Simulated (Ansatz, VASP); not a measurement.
## One calculation of Ti16Si32B, two programs

```
Ti Si B
1.0
     4.80813    8.27218    0.00000
     4.80813   -8.27218    0.00000
    -4.80813    0.00000   -8.55598
Ti Si B
16 32 1
Direct
  0.24862 0.24666 0.00178
  0.37388 0.11424 0.25494
  0.24844 0.24728 0.50278
  0.37459 0.12574 0.75832
  0.23935 0.73744 0.98328
  0.37662 0.63218 0.25505
  0.25767 0.75616 0.49584
  0.37179 0.62057 0.75155
  0.75051 0.24856 0.00560
  0.87293 0.12156 0.25182
  0.73382 0.23116 0.49579
  0.87941 0.12411 0.75839
  0.74837 0.74642 0.00134
  0.87440 0.62176 0.25179
  0.74989 0.74689 0.50278
  0.87539 0.62241 0.75146
  0.41208 0.07710 0.00248
  0.08589 0.41694 0.00255
  0.04086 0.45921 0.25330
  0.21105 0.28333 0.25193
  0.42330 0.10989 0.52604
  0.08341 0.40853 0.50016
  0.02600 0.44867 0.74490
  0.21047 0.28634 0.75367
  0.40811 0.58501 0.00107
  0.08830 0.90756 0.00106
  0.03916 0.95676 0.25435
  0.18582 0.76762 0.22494
  0.41027 0.58034 0.50183
  0.08524 0.91179 0.50229
  0.03891 0.95888 0.75362
  0.21433 0.78761 0.74477
  0.91313 0.08555 0.00372
  0.58609 0.40978 0.00373
  0.53632 0.46006 0.25186
  0.70792 0.28553 0.25324
  0.91279 0.08203 0.50234
  0.58709 0.41282 0.50168
  0.53616 0.45988 0.75332
  0.71085 0.27961 0.75531
  0.89920 0.56938 0.99110
  0.58749 0.91324 0.99108
  0.53460 0.94876 0.22489
  0.71072 0.78921 0.25446
  0.91222 0.58294 0.50001
  0.59849 0.90769 0.52609
  0.54010 0.96737 0.75536
  0.71285 0.78489 0.75335
  0.44111 0.93900 0.38665
```

Alike in both runs: functional PBE; k mesh 1 × 1 × 1; occupations methfessel-paxton of order 1, width 0.1 eV; no spin polarisation.

Ansatz relaxed the structure, and its values are those at the end. VASP's run is a single point on that final structure, the one shown.

|  | VASP | Ansatz |
| --- | --- | --- |
| version | VASP 6.6.1 | Ansatz 0.2.0 |
| potentials or method | VASP PAW PBE potentials, release 64 (Ti_sv, Si, B), cutoff 520 eV | plane-wave PAW DFT |
| valence electrons in the cell | 323 | 323 |

Ansatz gave:

| Quantity | Value |
| --- | --- |
| rms of the force components (eV/Å) | 0.004 |

Task: What did VASP give for the same quantities?

Result: rms of the force components (eV/Å): 0.005.
